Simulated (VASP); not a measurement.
Set up this calculation in VASP 6.6.1, as the native input.

- Task: single point
- Functional: PBE
- Potentials or basis: VASP PAW PBE potentials, release 64 (Li_sv, Cl)
- Cutoff: 520 eV
- k mesh: 6 × 6 × 2
- Occupations: gaussian, width 0.01 eV
- Spin: no spin polarisation
- Dipole correction: no
- Further INCAR settings: ALGO = Normal; EDIFF = 1e-07; NBANDS = 18

The structure of LiCl lies in POSCAR:

```
LiCl
1.0
    3.5749486155      0.0000000000      0.0000000000
   -1.7874743077      3.0959963182      0.0000000000
    0.0000000000      0.0000000000      6.0240820578
Li Cl
2 2
Direct
    0.0000000000      0.0000000000      0.0000000000
    0.0000000000      0.0000000000      0.5000000000
    0.3333333333      0.6666666667      0.2500000000
    0.6666666667      0.3333333333      0.7500000000
```

The input as run:

INCAR

```
PREC = Accurate
ENCUT = 520
EDIFF = 1E-7
ISMEAR = 0
SIGMA = 0.01
LREAL = False
LASPH = True
NELM = 80
ALGO = Normal
ISIF = 2
LWAVE = False
LCHARG = False
GGA = PE
NBANDS = 18
```

KPOINTS

```
Automatic mesh
0
Gamma
  6 6 2
```

Potentials or basis: VASP PAW PBE potentials, release 64 (Li_sv, Cl).

Run with:

```console
$ cat potpaw_PBE.64/Li_sv/POTCAR potpaw_PBE.64/Cl/POTCAR > POTCAR
$ mpirun -np 1 vasp_std > vasp.out
```

It gave:

The band gap on the k mesh is 6.37 eV.

Caveat: the k points lie up to 0.52 Å⁻¹ apart.

It took 31 s on 1 thread of AMD EPYC 7R13 (shared host), peak memory 0.15 GiB.
